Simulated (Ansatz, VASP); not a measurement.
## One calculation of HgTe, two programs

```
CELL_PARAMETERS angstrom
0.00000 3.14844 3.14844
3.14844 0.00000 3.14844
3.14844 3.14844 0.00000
ATOMIC_POSITIONS crystal
Hg 0.00000 0.00000 0.00000
Te 0.25000 0.25000 0.25000
```

Alike in both runs: task single point; functional r2SCAN; k mesh 12 × 12 × 12; occupations gaussian, width 0.1 eV; no spin polarisation.

|  | VASP | Ansatz |
| --- | --- | --- |
| version | VASP 6.6.1 | Ansatz 0.2.0 |
| potentials or method | VASP PAW PBE potentials, release 64 (Hg, Te), cutoff 520 eV | scalar-relativistic, plane waves, PAW |
| valence electrons in the cell | 18 | 36 |

Ansatz gave:

| Item | Value |
| --- | --- |
| gap on the k mesh at the Fermi level (eV) | none |
| pressure (GPa) | 7.2 |

Q: Which values does VASP return?

A: gap on the k mesh at the Fermi level (eV): none; pressure (GPa): 7.3.

VASP's potentials were made for PBE, not for r2SCAN. A gap of «none» marks a metal or a gap that the smearing closes. VASP's potentials hold 18 valence electrons a cell and Ansatz's 36, so a difference there can come from the potentials and not from the codes.

Neither program's run includes spin-orbit coupling.
